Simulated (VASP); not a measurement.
Zn: single point with LDA

Crystal: Zn.

```xyz
1
Lattice="-1.5220 1.5220 1.5455 1.5220 -1.5220 1.5455 1.5220 1.5220 -1.5455" Properties=species:S:1:pos:R:3 pbc="T T T"
Zn    0.0000    0.0000    0.0000
```

This cell differs from its parent crystal: strain -0.030 along x and y, -0.015 along z.

```yaml
Program: VASP 6.6.1
Task: single point
Functional: LDA
Potentials_or_basis: VASP PAW LDA potentials, release 64 (Zn)
Cutoff: 520 eV
k_mesh: 22 × 22 × 22
Occupations: gaussian, width 0.15 eV
Spin: no spin polarisation
```

```
Pressure               : -3.1 GPa
Band gap on the k mesh : zero (band 6 reaches 7.46 eV, above the bottom of band 7 at 2.46 eV)
```

Stress tensor (GPa, compression positive):
```
-3.44  0.00  0.00
 0.00 -3.44  0.00
 0.00  0.00 -2.49
```

Levels at points of the mesh, in eV from the Fermi level:
| k point | band 3 | band 4 | band 5 | band 6 | band 7 | band 8 | band 9 | band 10 |
| --- | --- | --- | --- | --- | --- | --- | --- | --- |
| (0.00, 0.00, 0.00) | -8.14 | -8.11 | -7.57 | -7.54 | 19.78 | 19.98 | 19.98 | 21.24 |
| (0.50, 0.00, 0.00) | -7.60 | -7.52 | -7.18 | -3.05 | -1.04 | 11.81 | 13.24 | 16.02 |
| (0.50, 0.50, 0.00) | -7.57 | -7.51 | -7.17 | -2.96 | -0.88 | 11.46 | 12.83 | 15.67 |
| (0.50, 0.50, 0.50) | -7.27 | -7.27 | -7.27 | 3.86 | 4.35 | 4.35 | 8.01 | 8.87 |

Wall time 69 s on 1 thread of AMD EPYC 9R14 (Zen 4), on a shared host, peak memory 0.2 GiB.

Caveat: the cell differs from its parent crystal (strain -0.030 along x and y, -0.015 along z).
